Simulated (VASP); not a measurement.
# Sn (Im-3m) in VASP: notebook

Aim: see how the results for Sn move with the level of theory and the settings. Levels: PBEsol-based global hybrid with 25 % exact exchange, PBE0. Tasks: relaxation of cell and atoms, single point.

Everything below comes from runs of VASP 6.6.1. Logs are shortened: lines on timing, memory, paths and dates and some standing lists are left out, and cuts for length are marked.

## (1) The cell of the first run

The structure is cubic, space group Im-3m (No. 229). The conventional cell has a = 3.789 Å, b = 3.789 Å, c = 3.789 Å, α = 90.00°, β = 90.00°, γ = 90.00°. Sn (site symmetry m-3m) has 14 Sn at 3.28 to 3.79 Å within 4.3 Å.

This isn't the form of Sn at room conditions, which is tetragonal (white tin).

## (2) Relaxation of cell and atoms, PBEsol-based global hybrid with 25 % exact exchange

File POSCAR:

```
Sn
1.0
   -1.8946518192      1.8946518192      1.8946518192
    1.8946518192     -1.8946518192      1.8946518192
    1.8946518192      1.8946518192     -1.8946518192
Sn
1
Direct
    0.0000000000      0.0000000000      0.0000000000
```

File INCAR.step1:

```
PREC = Accurate
ENCUT = 600
EDIFF = 1E-5
ISMEAR = -1
SIGMA = 0.05
LREAL = F
LASPH = T
NELM = 100
ALGO = Normal
LWAVE = T
LCHARG = F
GGA = PE
NBANDS = 13
```

File INCAR.step2:

```
PREC = Accurate
ENCUT = 600
EDIFF = 1E-7
ISMEAR = -1
SIGMA = 0.05
LREAL = F
LASPH = T
NELM = 100
ALGO = Normal
ISIF = 3
LWAVE = F
LCHARG = F
GGA = PS
LHFCALC = T
AEXX = 0.25
PRECFOCK = Normal
IBRION = 2
NSW = 60
EDIFFG = -0.01
ISTART = 1
```

File KPOINTS:

```
regular mesh
0
Gamma
  5 5 5
```

Potentials or basis: VASP PAW PBE potentials, release 64 (Sn_d).

On the command line:

```
> cat potpaw_PBE.64/Sn_d/POTCAR > POTCAR
> cp INCAR.step1 INCAR
> mpirun -np 1 vasp_std > vasp.out
> cp INCAR.step2 INCAR
> mpirun -np 1 vasp_std > vasp.out
```

OUTCAR:

```text
PREC = Accurate
   ENCUT = 600
   EDIFF = 1E-7
   ISMEAR = -1
   LREAL = F
   LASPH = T
   NELM = 100
   ISIF = 3
   GGA = PS
   LHFCALC = T
   AEXX = 0.25
   PRECFOCK = Normal
   IBRION = 2
   NSW = 60
   EDIFFG = -0.01
   ISTART = 1

 ion  position               nearest neighbor table
   1  0.000  0.000  0.000-

  LATTYP: Found a body centered cubic cell.
 ALAT       =     3.7893036384

  Lattice vectors:

 A1 = (  -1.8946518192,   1.8946518192,   1.8946518192)
 A2 = (   1.8946518192,  -1.8946518192,   1.8946518192)
 A3 = (   1.8946518192,   1.8946518192,  -1.8946518192)

Analysis of symmetry for initial positions (statically):
=====================================================================
 Subroutine PRICEL returns:
 Original cell was already a primitive cell.

 Routine SETGRP: Setting up the symmetry group for a
 body centered cubic supercell.

 Subroutine GETGRP returns: Found 48 space group operations
 (whereof 48 operations were pure point group operations)
 out of a pool of 48 trial point group operations.

The static configuration has the point symmetry O_h .

Analysis of symmetry for dynamics (positions and initial velocities):
=====================================================================
 Subroutine PRICEL returns:
 Original cell was already a primitive cell.

 Routine SETGRP: Setting up the symmetry group for a
 body centered cubic supercell.

 Subroutine GETGRP returns: Found 48 space group operations
 (whereof 48 operations were pure point group operations)
 out of a pool of 48 trial point group operations.

The dynamic configuration has the point symmetry O_h .

 Subroutine INISYM returns: Found 48 space group operations
 (whereof 48 operations are pure point group operations),
 and found     1 'primitive' translations

----------------------------------------------------------------------------------------

                                     Primitive cell

  volume of cell :      27.2050

  direct lattice vectors                    reciprocal lattice vectors
    -1.894651819  1.894651819  1.894651819     0.000000000  0.263900731  0.263900731
     1.894651819 -1.894651819  1.894651819     0.263900731  0.000000000  0.263900731
     1.894651819  1.894651819 -1.894651819     0.263900731  0.263900731  0.000000000

  length of vectors
     3.281633214  3.281633214  3.281633214     0.373211993  0.373211993  0.373211993

  position of ions in fractional coordinates (direct lattice)
     0.000000000  0.000000000  0.000000000

  ion indices of the primitive-cell ions
   primitive index   ion index
                 1           1

----------------------------------------------------------------------------------------

 KPOINTS: regular mesh

Automatic generation of k-mesh.
 Grid dimensions read from file:
 generate k-points for:    5    5    5

 Generating k-lattice:

  Cartesian coordinates                     Fractional coordinates (reciprocal lattice)
     0.000000000  0.052780146  0.052780146     0.200000000  0.000000000  0.000000000
     0.052780146  0.000000000  0.052780146     0.000000000  0.200000000  0.000000000
     0.052780146  0.052780146  0.000000000     0.000000000  0.000000000  0.200000000

  Length of vectors
     0.074642399  0.074642399  0.074642399

  Shift w.r.t. Gamma in fractional coordinates (k-lattice)
     0.000000000  0.000000000  0.000000000

 Subroutine IBZKPT returns following result:
 ===========================================

 Found     10 irreducible k-points:

 Following reciprocal coordinates:
            Coordinates               Weight
  0.000000  0.000000  0.000000      1.000000
  0.200000  0.000000  0.000000     12.000000
  0.400000  0.000000  0.000000     12.000000
  0.200000  0.200000  0.000000     24.000000
  0.400000  0.200000 -0.000000     24.000000
  0.200000  0.200000  0.200000      8.000000
 -0.200000  0.200000  0.200000      6.000000
 -0.400000  0.400000  0.200000     24.000000
 -0.400000 -0.400000  0.200000      8.000000
 -0.400000  0.400000  0.400000      6.000000
   k-points           NKPTS =     10   k-points in BZ     NKDIM =    125   number of bands    NBANDS=     11
   number of dos      NEDOS =    301   number of ions     NIONS =      1
   total plane-waves  NPLWV =  21952
   dimension x,y,z NGX =    28 NGY =   28 NGZ =   28
   dimension x,y,z NGXF=    56 NGYF=   56 NGZF=   56
   ions per type =               1
   NGX,Y,Z   is equivalent  to a cutoff of  14.18, 14.18, 14.18 a.u.
   NGXF,Y,Z  is equivalent  to a cutoff of  28.37, 28.37, 28.37 a.u.
 SYSTEM =  unknown system
   PREC   = accura    normal or accurate (medium, high low for compatibility)
   ISTART =      1    job   : 0-new  1-cont  2-samecut
   ICHARG =      0    charge: 1-file 2-atom 10-const
   ISPIN  =      1    spin polarized calculation?
   LNONCOLLINEAR =      F non collinear calculations
   LSORBIT =      F    spin-orbit coupling
   LASPH  =      T    aspherical Exc in radial PAW
   ENCUT  =  600.0 eV  44.10 Ry    6.64 a.u.   6.55  6.55  6.55*2*pi/ulx,y,z
   NELM   =    100;   NELMIN=  2; NELMDL=  0     # of ELM steps
   EDIFF  = 0.1E-06   stopping-criterion for ELM
   LREAL  =      F    real-space projection
   EDIFFG = -.1E-01   stopping-criterion for IOM
   NSW    =     60    number of steps for IOM
   IBRION =      2    ionic relax: 0-MD 1-quasi-New 2-CG
   NFREE  =      1    steps in history (QN), initial steepest desc. (CG)
   ISIF   =      3    stress and relaxation
   ISYM   =      3    0-nonsym 1-usesym 2-fastsym
   POTIM  = 0.5000    time-step for ionic-motion
   TEBEG  =    0.0;   TEEND  =   0.0 temperature during run
   PSTRESS=    0.0 pullay stress
   NELECT =      14.0000    total number of electrons
   NUPDOWN=      -1.0000    fix difference up-down
   EMIN   =  10.00;   EMAX   =-10.00  energy-range for DOS
   EFERMI =   0.00;   METHOD = LEGACY
   ISMEAR =    -1;   SIGMA  =   0.05  broadening in eV -4-tet -1-fermi 0-gaus
   EFERMI_NEDOS =   21; number of points for ismear=-14 and -15
   IALGO  =     38    algorithm
   IMIX   =      1    mixing-type and parameters
     AMIX     =   0.40;   BMIX     =  1.00
     AMIX_MAG =   1.60;   BMIX_MAG =  1.00
  volume/ion in A,a.u.               =      27.20       183.59
  Fermi-wavevector in a.u.,A,eV,Ry     =   1.311902  2.479136 23.416813  1.721087
  Thomas-Fermi vector in A             =   2.442332
   LORBIT       =      0    0 simple, 1 ext, 2 COOP (PROOUT), +10 PAW based schemes
   GGA     = PS    functional components
   LHFCALC =     T    Hartree Fock is set to
   PRECFOCK=normal    Normal, Fast or Accurate (Low or Medium for compatibility)
   ENCUT4O =  -1.0   cutoff for four orbital integrals eV
   NKREDX  =     1    reduce k-point grid by
   NKREDY  =     1    reduce k-point grid by
   NKREDZ  =     1    reduce k-point grid by
   AEXX    =    0.2500 exact exchange contribution
   HFSCREEN=    0.0000 screening length (either q_TF or 0.3 A-1)
   HFSCREENC=   0.0000 screening length for correlation (either q_TF or 0.3 A-1)
   ENCUTFOCK=  -1.0 apply spherical cutoff to Coloumb kernel
   IVDW    =     0    specifies the selected vdW correction
   LEPSILON=     F    determine dielectric tensor
   LRPA    =     F    only Hartree local field effects (RPA)
 conjugate gradient relaxation of ions
 non-spin polarized calculation
  energy-cutoff  :      600.00
  volume of cell :       27.20
 maximum number of plane-waves:       935
 NGX is ok and might be reduce to    28
  NGX = 20; NGY = 20; NGZ = 20

--------------------------------------- Ionic step        1  -------------------------------------------

 number of electron      13.9999996 magnetization

 Free energy of the ion-electron system (eV)
  ---------------------------------------------------
  ext. energy  EPLUGINS =         0.00000000
  ---------------------------------------------------
  free energy    TOTEN  =        -4.88468371 eV

  energy without entropy =       -4.88092734  energy(sigma->0) =       -4.88280552

------------------------ aborting loop because EDIFF is reached ----------------------------------------

  FORCE on cell =-STRESS in cart. coord.  units (eV):
  Direction    XX          YY          ZZ          XY          YZ          ZX
  --------------------------------------------------------------------------------------
  -------------------------------------------------------------------------------------
  Total       -0.0346884     -0.0346884     -0.0346884     -0.0000000     -0.0000000      0.0000000
  in kB       -2.0428953     -2.0428953     -2.0428953     -0.0000000     -0.0000000      0.0000000
  external PRESSURE =      -2.0428953 kB  Pullay stress =       0.0000000 kB

 VOLUME and BASIS-vectors are now :
 -----------------------------------------------------------------------------
  energy-cutoff  :      600.00
  volume of cell :       27.20
      direct lattice vectors                 reciprocal lattice vectors
    -1.894651819  1.894651819  1.894651819     0.000000000  0.263900731  0.263900731
     1.894651819 -1.894651819  1.894651819     0.263900731  0.000000000  0.263900731
     1.894651819  1.894651819 -1.894651819     0.263900731  0.263900731  0.000000000

 POSITION                                       TOTAL-FORCE (eV/Angst)
 -----------------------------------------------------------------------------------
      0.00000      0.00000      0.00000        -0.000000     -0.000000     -0.000000
 -----------------------------------------------------------------------------------
    total drift:                               -0.000000      0.000000      0.000000

  FREE ENERGIE OF THE ION-ELECTRON SYSTEM (eV)
  ---------------------------------------------------
  free  energy   TOTEN  =        -4.8846837102 eV

  energy  without entropy=       -4.8809273379  energy(sigma->0) =       -4.88280552
[... 15 lines left out ...]
 VOLUME and BASIS-vectors are now :
 -----------------------------------------------------------------------------
  energy-cutoff  :      600.00
  volume of cell :       27.07
      direct lattice vectors                 reciprocal lattice vectors
    -1.891481198  1.891481198  1.891481198     0.000000000  0.264343098  0.264343098
     1.891481198 -1.891481198  1.891481198     0.264343098  0.000000000  0.264343098
     1.891481198  1.891481198 -1.891481198     0.264343098  0.264343098  0.000000000

 POSITION                                       TOTAL-FORCE (eV/Angst)
 -----------------------------------------------------------------------------------
      1.89148      1.89148      1.89148        -0.000000      0.000000      0.000000
 -----------------------------------------------------------------------------------
    total drift:                                0.000000      0.000000      0.000000

  FREE ENERGIE OF THE ION-ELECTRON SYSTEM (eV)
  ---------------------------------------------------
  free  energy   TOTEN  =        -4.8847450567 eV

  energy  without entropy=       -4.8810059544  energy(sigma->0) =       -4.88287551

--------------------------------------- Ionic step        3  -------------------------------------------

 number of electron      13.9999996 magnetization

 Free energy of the ion-electron system (eV)
  ---------------------------------------------------
  ext. energy  EPLUGINS =         0.00000000
  ---------------------------------------------------
  free energy    TOTEN  =        -4.88475115 eV

  energy without entropy =       -4.88100797  energy(sigma->0) =       -4.88287956

 E-fermi :   8.1750     XC(G=0):  -8.2928

 val. band max:        7.6047682398   @ k =   0.2000   0.2000   0.2000
 cond. band min:       8.3517477591   @ k =   0.4000   0.2000  -0.0000
 fundamental gap:      0.7469795193
 Fermi energy:         8.1749883753

 k-point     1 :       0.0000    0.0000    0.0000
  band No.  band energies     occupation
      1     -16.2572      2.00000
      2     -16.2572      2.00000
      3     -16.2572      2.00000
      4     -16.1072      2.00000
      5     -16.1072      2.00000
      6      -4.9977      2.00000
      7      17.1849      0.00000
      8      17.1849      0.00000
      9      17.1849      0.00000
     10      21.2901      0.00000
     11      21.2901      0.00000

 k-point     2 :       0.2000    0.0000    0.0000
  band No.  band energies     occupation
      1     -16.2740      2.00000
      2     -16.2373      2.00000
      3     -16.1782      2.00000
      4     -16.1235      2.00000
      5     -16.1100      2.00000
      6      -4.0172      2.00000
      7      11.7410      0.00000
      8      14.7985      0.00000
      9      16.0419      0.00000
     10      18.4081      0.00000
     11      18.7530      0.00000

 k-point     3 :       0.4000    0.0000    0.0000
  band No.  band energies     occupation
      1     -16.3012      2.00000
      2     -16.2381      2.00000
      3     -16.1215      2.00000
      4     -16.1143      2.00000
      5     -16.0473      2.00000
      6      -1.1079      2.00000
      7       4.4403      2.00000
      8      12.7068      0.00000
      9      14.5928      0.00000
     10      17.0749      0.00000
     11      17.3605      0.00000
[... 109 lines left out ...]
 VOLUME and BASIS-vectors are now :
 -----------------------------------------------------------------------------
  energy-cutoff  :      600.00
  volume of cell :       27.10
      direct lattice vectors                 reciprocal lattice vectors
    -1.892236528  1.892236528  1.892236528     0.000000000  0.264237579  0.264237579
     1.892236528 -1.892236528  1.892236528     0.264237579  0.000000000  0.264237579
     1.892236528  1.892236528 -1.892236528     0.264237579  0.264237579  0.000000000

 POSITION                                       TOTAL-FORCE (eV/Angst)
 -----------------------------------------------------------------------------------
      0.00000      0.00000      0.00000         0.000000     -0.000000      0.000000
 -----------------------------------------------------------------------------------
    total drift:                               -0.000000      0.000000     -0.000000

  FREE ENERGIE OF THE ION-ELECTRON SYSTEM (eV)
  ---------------------------------------------------
  free  energy   TOTEN  =        -4.8847511528 eV

  energy  without entropy=       -4.8810079722  energy(sigma->0) =       -4.88287956

 reached required accuracy - stopping structural energy minimisation
```

Wall time 19 min (1 thread of Intel Xeon Platinum 8259CL at 2.50GHz (Skylake/Cascade Lake), shared host); peak memory 0.17 GiB.

Results:

- Free energy: -4.8848 eV
- Relaxed volume: 27.10 Å³/atom
- Relaxed cell: a = 3.277 Å, b = 3.277 Å, c = 3.277 Å, α = 109.47°, β = 109.47°, γ = 109.47°
- Space group after relaxing (to 0.1 Å): Im-3m (No. 229)
- Energy gained by relaxing: 0.1 meV/atom
- Ionic steps: 3
- Pressure after relaxing: 0.0 GPa
- Band gap on the k mesh: zero (bands 7 and 8 overlap by 11.80 eV)

Final structure:
```
CELL_PARAMETERS angstrom
-1.89224 1.89224 1.89224
1.89224 -1.89224 1.89224
1.89224 1.89224 -1.89224
ATOMIC_POSITIONS crystal
Sn 0.00000 0.00000 0.00000
```

Caveat: the k points lie up to 0.47 Å⁻¹ apart in the final cell, too coarse for converged energies and pressures of a metal; the PAW data sets were made with another functional, which shifts forces and pressure a little; spin-orbit coupling is left out, which moves the levels of the heavy elements.

## (3) Single point, PBEsol-based global hybrid with 25 % exact exchange

POSCAR is that of step 2.

File INCAR.step1:

```
SYSTEM = Sn
PREC     = Accurate       ! precision mode
ENCUT    = 520            ! plane-wave cutoff, eV
EDIFF    = 1E-5           ! SCF threshold, eV
ISMEAR   = -1             ! smearing method
SIGMA    = 0.05           ! smearing width, eV
LREAL    = .FALSE.        ! projectors in reciprocal space
LASPH    = .TRUE.         ! aspherical terms in the spheres
NELM     = 60             ! most SCF steps
ALGO     = Normal         ! electronic algorithm
ISIF     = 2              ! what is computed and relaxed
LWAVE    = .TRUE.         ! write WAVECAR
LCHARG   = .FALSE.        ! write CHGCAR
NBANDS   = 13             ! bands
GGA      = PE             ! functional
```

File INCAR.step2:

```
SYSTEM = Sn
PREC     = Accurate       ! precision mode
ENCUT    = 520            ! plane-wave cutoff, eV
EDIFF    = 1E-6           ! SCF threshold, eV
ISMEAR   = -1             ! smearing method
SIGMA    = 0.05           ! smearing width, eV
LREAL    = .FALSE.        ! projectors in reciprocal space
LASPH    = .TRUE.         ! aspherical terms in the spheres
NELM     = 60             ! most SCF steps
ALGO     = Normal         ! electronic algorithm
ISIF     = 2              ! what is computed and relaxed
LWAVE    = .FALSE.        ! write WAVECAR
LCHARG   = .FALSE.        ! write CHGCAR
GGA      = PS             ! functional
LHFCALC  = .TRUE.         ! exact exchange
AEXX     = 0.25           ! exact-exchange fraction
PRECFOCK = Normal       
NBANDS   = 13             ! bands
ISTART   = 1
```

File KPOINTS:

```
Automatic mesh
0
G
  5 5 5
  0 0 0
```

Potentials or basis: VASP PAW PBE potentials, release 64 (Sn_d).

On the command line:

```
> cat potpaw_PBE.64/Sn_d/POTCAR > POTCAR
> cp INCAR.step1 INCAR
> mpirun -np 1 vasp_std > vasp.out
> cp INCAR.step2 INCAR
> mpirun -np 1 vasp_std > vasp.out
```

Run time: 3.2 min. Hardware: 1 thread of Intel Xeon 6975P-C (Granite Rapids), shared host; peak memory 0.15 GiB.

It converged, with:

| Item | Value |
| --- | --- |
| Free energy | -4.8843 eV |
| Pressure | -0.3 GPa |
| Band gap on the k mesh | zero (bands 7 and 8 overlap by 11.75 eV) |

Levels at points of the mesh, in eV from the Fermi level:
```
           k point  band 4  band 5  band 6  band 7  band 8  band 9  band 10  band 11
(0.00, 0.00, 0.00)  -24.28  -24.28  -13.14    8.97    8.97    8.97    13.10    13.10
```

Caveat: the k points lie up to 0.47 Å⁻¹ apart, too coarse for converged energies and pressures of a metal; the PAW data sets were made with another functional, which shifts forces and pressure a little; spin-orbit coupling is left out, which moves the levels of the heavy elements.

(Continued in part 2 of 2.)

The gap in the log of VASP goes by the Fermi energy; the results here count the filled bands.